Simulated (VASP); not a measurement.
The system is HOs.

```
H Os
1.0
     0.00000    2.26407    2.41642
     2.12865    0.00000    2.41642
     2.12865    2.26407    0.00000
H Os
1 1
Direct
  0.00000 0.00000 0.00000
  0.50000 0.50000 0.50000
```

| Item | Value |
| --- | --- |
| Program | VASP 6.6.1 |
| Task | relaxation of cell and atoms |
| Functional | PBE |
| Potentials or basis | VASP PAW PBE potentials, release 64 (H, Os) |
| Cutoff | 600 eV |
| k mesh | 6 × 6 × 6 |
| Occupations | gaussian, width 0.1 eV |
| Spin | no spin polarisation |

At the start: pressure -47.8 GPa; volume 11.65 Å³/atom.

Question: How do energy, volume and symmetry change on relaxing?

Answer: Over 10 steps the energy falls by 745.1 meV/atom and the volume is 8.29 Å³/atom (-28.8 %); space group Fm-3m (No. 225, to 0.05 Å).

Step by step:
| step | energy change (eV) | largest force (eV/Å) | pressure (GPa) | volume (Å³) |
| --- | --- | --- | --- | --- |
| 1 | 0.0000 | 0.0000 | -47.78 | 23.29 |
| 2 | -0.4016 | 0.0000 | 119.54 | 13.43 |
| 3 | -1.3691 | 0.0000 | -2.72 | 16.90 |
| 4 | -1.3714 | 0.0000 | -0.18 | 16.76 |
| 5 | -1.3715 | 0.0000 | 2.08 | 16.64 |
| 6 | -1.4801 | 0.0000 | 7.81 | 16.22 |
| 7 | -1.4801 | 0.0000 | 8.08 | 16.21 |
| 8 | -1.4749 | 0.0000 | -9.20 | 17.09 |
| 9 | -1.4903 | 0.0000 | -0.19 | 16.59 |
| 10 | -1.4903 | 0.0000 | 0.01 | 16.59 |

Final structure:
```
H Os
1.0
     0.00000    2.02758    2.02397
     2.02095    0.00000    2.02397
     2.02095    2.02758    0.00000
H Os
1 1
Direct
  0.00000 0.00000 0.00000
  0.50000 0.50000 0.50000
```

Caveat: the k points lie up to 0.45 Å⁻¹ apart in the final cell; the volume moved by over 15 % at a fixed basis, so the end points are rough.
